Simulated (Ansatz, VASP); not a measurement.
# Two plane-wave programs on Ta

```
Ta
1.0
     4.69456    0.00000    0.00000
    -2.34728    4.06561    0.00000
     0.00000    0.00000   19.83310
Ta
5
Direct
  0.83333 0.16667 0.41541
  0.16667 0.83333 0.45603
  0.50000 0.50000 0.50000
  0.83333 0.16667 0.54397
  0.16667 0.83333 0.58459
```

Alike in both runs: task single point; functional PBE; k mesh 9 × 9 × 1; occupations fermi-dirac, width 0.08 eV; no spin polarisation.

|  | VASP | Ansatz |
| --- | --- | --- |
| version | VASP 6.6.1 | Ansatz 0.2.0 |
| potentials or method | VASP PAW PBE potentials, release 64 (Ta_pv) | PAW with Ansatz's default frozen-core files, scalar-relativistic |
| plane-wave cutoff (eV) | 520 | 420 |
| valence electrons in the cell | 55 | 65 |

Ansatz gave:

* rms of the force components (eV/Å): 0.000

Task: Estimate VASP's values.

Result: rms of the force components (eV/Å): 0.007.

Atom by atom the forces differ by 0.006 eV/Å (rms over components). VASP's potentials hold 55 valence electrons a cell and Ansatz's 65, so a difference there can come from the potentials and not from the codes.

Spin-orbit coupling is off throughout.
